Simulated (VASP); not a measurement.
# SiC (R3m) in VASP: single point with PBEsol

Aim: the single point of SiC with PBEsol.

Everything below comes from runs of VASP 6.6.1. Logs are shortened: lines on timing, memory, paths and dates and some standing lists are left out, and cuts for length are marked.

## (1) The cell of the first run

Symmetry: R3m, No. 160, trigonal system. The conventional cell has a = 3.196 Å, b = 3.196 Å, c = 7.489 Å, α = 90.00°, β = 90.00°, γ = 120.00°. Within 2.5 Å of Si (site symmetry 3m) lie 4 C at 1.89 to 1.94 Å. C (site symmetry 3m) has 4 Si at 1.89 to 1.94 Å within 2.5 Å.

## (2) Single point, PBEsol

Contents of INCAR:

```
ALGO     = Normal         # electronic algorithm
EDIFF    = 1E-6           # SCF threshold, eV
ENCUT    = 520            # plane-wave cutoff, eV
GGA      = PS             # functional
ISIF     = 2              # what is computed and relaxed
ISMEAR   = 0              # smearing method
ISYM     = 0            
LASPH    = True           # aspherical terms in the spheres
LCHARG   = False          # write CHGCAR
LREAL    = False          # projectors in reciprocal space
LWAVE    = False          # write WAVECAR
NBANDS   = 11             # bands
NELM     = 80             # most SCF steps
PREC     = Accurate       # precision mode
SIGMA    = 0.02           # smearing width, eV
```

Contents of KPOINTS:

```
k-points
0
Gamma
  9 9 11
```

Contents of POSCAR:

```
SiC
1.0
    3.1962448315      0.0000000000      0.0000144326
   -1.5981224157      2.7680292208     -0.0000144326
    1.5981332823     -0.9226826807      2.4963412777
Si C
1 1
Direct
    0.0012625480     -0.0012625480     -0.0037878740
    0.7487374520      0.2512625480      0.7537878740
```

Potentials or basis: VASP PAW PBE potentials, release 64 (Si, C).

Launch:

```bash
cat potpaw_PBE.64/Si/POTCAR potpaw_PBE.64/C/POTCAR > POTCAR
mpirun -np 1 vasp_std > vasp.out
```

OUTCAR:

```text
EDIFF = 1E-6
   ENCUT = 520
   GGA = PS
   ISIF = 2
   ISMEAR = 0
   ISYM = 0
   LASPH = True
   LREAL = False
   NELM = 80
   PREC = Accurate

 ion  position               nearest neighbor table
   1  0.001  0.999  0.996-   2 1.89   2 1.94   2 1.94   2 1.94
   2  0.749  0.251  0.754-   1 1.89   1 1.94   1 1.94   1 1.94

IMPORTANT INFORMATION: All symmetrisations will be switched off!
NOSYMM: (Re-)initialisation of all symmetry stuff for point group C_1.

----------------------------------------------------------------------------------------

                                     Primitive cell

  volume of cell :      22.0858

  direct lattice vectors                    reciprocal lattice vectors
     3.196244832  0.000000000  0.000014433     0.312867749  0.180633583 -0.133530174
    -1.598122416  2.768029221 -0.000014433    -0.000000603  0.361268211  0.133530174
     1.598133282 -0.922682681  2.496341278    -0.000001809  0.000001044  0.400587798

  length of vectors
     3.196244832  3.196244832  3.104366778     0.385155848  0.385155848  0.400587798

  position of ions in fractional coordinates (direct lattice)
     0.001262548  0.998737452  0.996212126
     0.748737452  0.251262548  0.753787874

  ion indices of the primitive-cell ions
   primitive index   ion index
                 1           1
                 2           2

----------------------------------------------------------------------------------------

 KPOINTS: k-points

Automatic generation of k-mesh.
 Grid dimensions read from file:
 generate k-points for:    9    9   11

 Generating k-lattice:

  Cartesian coordinates                     Fractional coordinates (reciprocal lattice)
     0.034763083  0.020070398 -0.014836686     0.111111111 -0.000000000  0.000000000
    -0.000000067  0.040140912  0.014836686    -0.000000000  0.111111111  0.000000000
    -0.000000164  0.000000095  0.036417073    -0.000000000  0.000000000  0.090909091

  Length of vectors
     0.042795094  0.042795094  0.036417073

  Shift w.r.t. Gamma in fractional coordinates (k-lattice)
     0.000000000  0.000000000  0.000000000

 -----------------------------------------------------------------------------
|                                                                             |
|           W    W    AA    RRRRR   N    N  II  N    N   GGGG   !!!           |
|           W    W   A  A   R    R  NN   N  II  NN   N  G    G  !!!           |
|           W    W  A    A  R    R  N N  N  II  N N  N  G       !!!           |
|           W WW W  AAAAAA  RRRRR   N  N N  II  N  N N  G  GGG   !            |
|           WW  WW  A    A  R   R   N   NN  II  N   NN  G    G                |
|           W    W  A    A  R    R  N    N  II  N    N   GGGG   !!!           |
|                                                                             |
|     Your reciprocal lattice and k-lattice belong to different lattice       |
|     classes:                                                                |
|                                                                             |
|        The reciprocal lattice is rhombohedral (trigonal),                   |
|        whereas your k-lattice is base-centered monoclinic.                  |
|                                                                             |
|     Results are often still useful ...                                      |
|                                                                             |
 -----------------------------------------------------------------------------

 WARNING: IBZKPT: internal override: KBLOWUP is changed to .FALSE.
      ... skipping the blow-up phase ...

 Subroutine IBZKPT returns following result:
 ===========================================

 Found    446 irreducible k-points:

 Following reciprocal coordinates:
            Coordinates               Weight
  0.000000  0.000000  0.000000      1.000000
  0.111111  0.000000 -0.000000      2.000000
  0.222222 -0.000000 -0.000000      2.000000
  0.333333 -0.000000  0.000000      2.000000
  0.444444 -0.000000 -0.000000      2.000000
  0.000000  0.111111  0.000000      2.000000
[... 16 lines left out ...]
 -0.111111  0.222222  0.000000      2.000000
  0.000000  0.333333  0.000000      2.000000
 [... further k-points ...]
   k-points           NKPTS =    446   k-points in BZ     NKDIM =    446   number of bands    NBANDS=     11
   number of dos      NEDOS =    301   number of ions     NIONS =      2
   total plane-waves  NPLWV =  13824
   dimension x,y,z NGX =    24 NGY =   24 NGZ =   24
   dimension x,y,z NGXF=    48 NGYF=   48 NGZF=   48
   ions per type =               1   1
   NGX,Y,Z   is equivalent  to a cutoff of  12.48, 12.48, 12.85 a.u.
   NGXF,Y,Z  is equivalent  to a cutoff of  24.97, 24.97, 25.71 a.u.
 SYSTEM =  unknown system
   PREC   = accura    normal or accurate (medium, high low for compatibility)
   ISTART =      0    job   : 0-new  1-cont  2-samecut
   ICHARG =      2    charge: 1-file 2-atom 10-const
   ISPIN  =      1    spin polarized calculation?
   LNONCOLLINEAR =      F non collinear calculations
   LSORBIT =      F    spin-orbit coupling
   LASPH  =      T    aspherical Exc in radial PAW
   ENCUT  =  520.0 eV  38.22 Ry    6.18 a.u.   5.94  5.94  5.77*2*pi/ulx,y,z
   NELM   =     80;   NELMIN=  2; NELMDL= -5     # of ELM steps
   EDIFF  = 0.1E-05   stopping-criterion for ELM
   LREAL  =      F    real-space projection
   EDIFFG = 0.1E-04   stopping-criterion for IOM
   NSW    =      0    number of steps for IOM
   IBRION =     -1    ionic relax: 0-MD 1-quasi-New 2-CG
   NFREE  =      0    steps in history (QN), initial steepest desc. (CG)
   ISIF   =      2    stress and relaxation
   ISYM   =      0    0-nonsym 1-usesym 2-fastsym
   POTIM  = 0.5000    time-step for ionic-motion
   TEBEG  =    0.0;   TEEND  =   0.0 temperature during run
   PSTRESS=    0.0 pullay stress
   NELECT =       8.0000    total number of electrons
   NUPDOWN=      -1.0000    fix difference up-down
   EMIN   =  10.00;   EMAX   =-10.00  energy-range for DOS
   EFERMI =   0.00;   METHOD = LEGACY
   ISMEAR =     0;   SIGMA  =   0.02  broadening in eV -4-tet -1-fermi 0-gaus
   EFERMI_NEDOS =   21; number of points for ismear=-14 and -15
   IALGO  =     38    algorithm
   IMIX   =      4    mixing-type and parameters
     AMIX     =   0.40;   BMIX     =  1.00
     AMIX_MAG =   1.60;   BMIX_MAG =  1.00
  volume/ion in A,a.u.               =      11.04        74.52
  Fermi-wavevector in a.u.,A,eV,Ry     =   1.166990  2.205291 18.529310  1.361866
  Thomas-Fermi vector in A             =   2.303496
   LORBIT       =      0    0 simple, 1 ext, 2 COOP (PROOUT), +10 PAW based schemes
   GGA     = PS    functional components
   LHFCALC =     F    Hartree Fock is set to
   AEXX    =    0.0000 exact exchange contribution
   IVDW    =     0    specifies the selected vdW correction
   LEPSILON=     F    determine dielectric tensor
   LRPA    =     F    only Hartree local field effects (RPA)
 non-spin polarized calculation
 Gauss-broadening in eV      SIGMA  =   0.02
  energy-cutoff  :      520.00
  volume of cell :       22.09
 maximum number of plane-waves:       605
   NGX = 11   NGY = 11   NGZ = 11

 number of electron       8.0000000 magnetization

 Free energy of the ion-electron system (eV)
  ---------------------------------------------------
  ext. energy  EPLUGINS =         0.00000000
  ---------------------------------------------------
  free energy    TOTEN  =       -15.81934934 eV

  energy without entropy =      -15.81934934  energy(sigma->0) =      -15.81934934

 E-fermi :   7.6766     XC(G=0): -11.2270

 val. band max:        7.5732525090   @ k =   0.0000   0.0000   0.0000
 cond. band min:       8.7007851572   @ k =   0.0000  -0.4444   0.4545
 fundamental gap:      1.1275326482
 Fermi energy:         7.6765690740

 k-point     1 :       0.0000    0.0000    0.0000
  band No.  band energies     occupation
      1      -7.5810      2.00000
      2       7.2293      2.00000
      3       7.2293      2.00000
      4       7.5733      2.00000
      5      12.5172      0.00000
      6      13.8635      0.00000
      7      13.8636      0.00000
      8      15.0312      0.00000
      9      21.4339      0.00000
     10      21.4341      0.00000
     11      22.6270      0.00000

 k-point     2 :       0.1111    0.0000   -0.0000
  band No.  band energies     occupation
      1      -7.3564      2.00000
      2       6.0188      2.00000
      3       7.0886      2.00000
      4       7.3777      2.00000
      5      13.0045      0.00000
      6      14.1496      0.00000
      7      14.1843      0.00000
      8      15.2004      0.00000
      9      20.3082      0.00000
     10      20.5742      0.00000
     11      22.8396      0.00000

 k-point     3 :       0.2222   -0.0000   -0.0000
  band No.  band energies     occupation
      1      -6.6964      2.00000
      2       3.6445      2.00000
      3       6.7846      2.00000
      4       7.0194      2.00000
      5      12.8948      0.00000
      6      14.5690      0.00000
      7      14.9935      0.00000
      8      15.8699      0.00000
      9      19.6303      0.00000
     10      20.2825      0.00000
     11      21.9858      0.00000
[... 267 lines left out ...]
 k-point    23 :      -0.1111    0.2222    0.0000
  band No.  band energies     occupation
      1      -6.7518      2.00000
      2       4.4361      2.00000
      3       6.4074      2.00000
      4       6.6310      2.00000
      5      12.9323      0.00000
      6      13.8824      0.00000
      7      15.3656      0.00000
      8      16.0136      0.00000
      9      18.2683      0.00000
     10      21.6416      0.00000
     11      23.6424      0.00000

 k-point    24 :       0.0000    0.3333    0.0000
  band No.  band energies     occupation
      1      -5.6644      2.00000
      2       1.2352      2.00000
      3       6.5038      2.00000
      4       6.6864      2.00000
      5      12.5431      0.00000
      6      14.4572      0.00000
      7      14.9043      0.00000
      8      16.7054      0.00000
      9      20.6205      0.00000
     10      21.3479      0.00000
     11      22.0974      0.00000

 [... further k-points ...]

------------------------ aborting loop because EDIFF is reached ----------------------------------------

  FORCE on cell =-STRESS in cart. coord.  units (eV):
  Direction    XX          YY          ZZ          XY          YZ          ZX
  --------------------------------------------------------------------------------------
  -------------------------------------------------------------------------------------
  Total       -2.5705117     -2.5704330      0.0557451      0.0000676     -0.0000089      0.0000156
  in kB     -186.4735248   -186.4678099      4.0439338      0.0049035     -0.0006428      0.0011322
  external PRESSURE =    -122.9658003 kB  Pullay stress =       0.0000000 kB

 VOLUME and BASIS-vectors are now :
 -----------------------------------------------------------------------------
  energy-cutoff  :      520.00
  volume of cell :       22.09
      direct lattice vectors                 reciprocal lattice vectors
     3.196244832  0.000000000  0.000014433     0.312867749  0.180633583 -0.133530174
    -1.598122416  2.768029221 -0.000014433    -0.000000603  0.361268211  0.133530174
     1.598133282 -0.922682681  2.496341278    -0.000001809  0.000001044  0.400587798

 POSITION                                       TOTAL-FORCE (eV/Angst)
 -----------------------------------------------------------------------------------
      0.00001      1.84535      2.48687        -0.000001      0.000001     -0.005313
      3.19625     -0.00000      1.88172         0.000001     -0.000001      0.005313
 -----------------------------------------------------------------------------------
    total drift:                               -0.000000      0.000000      0.000068

  FREE ENERGIE OF THE ION-ELECTRON SYSTEM (eV)
  ---------------------------------------------------
  free  energy   TOTEN  =       -15.8193493377 eV

  energy  without entropy=      -15.8193493377  energy(sigma->0) =      -15.81934934
```

It took 1.7 min on 1 thread of Intel Xeon 8259CL, shared host; peak memory 0.22 GiB.

What came out:

* Free energy: -15.8193 eV
* Pressure: -12.3 GPa
* Largest force: 0.005 eV/Å
* Band gap on the k mesh: 1.13 eV (least direct gap 4.14 eV)

Forces on the atoms (eV/Å):
```
Si   0.000  0.000 -0.005
C    0.000  0.000  0.005
```

Levels at points of the mesh, in eV from the valence-band top:
```
           k point  band 1  band 2  band 3  band 4  band 5  band 6  band 7  band 8  band 9
(0.00, 0.00, 0.00)  -15.15   -0.34   -0.34    0.00    4.94    6.29    6.29    7.46   13.86
```

Caveat: the cell stands under tension; the PAW data sets were made with another functional, which shifts forces and pressure a little; an odd mesh through Γ misses points on the zone boundary, where band edges can lie.
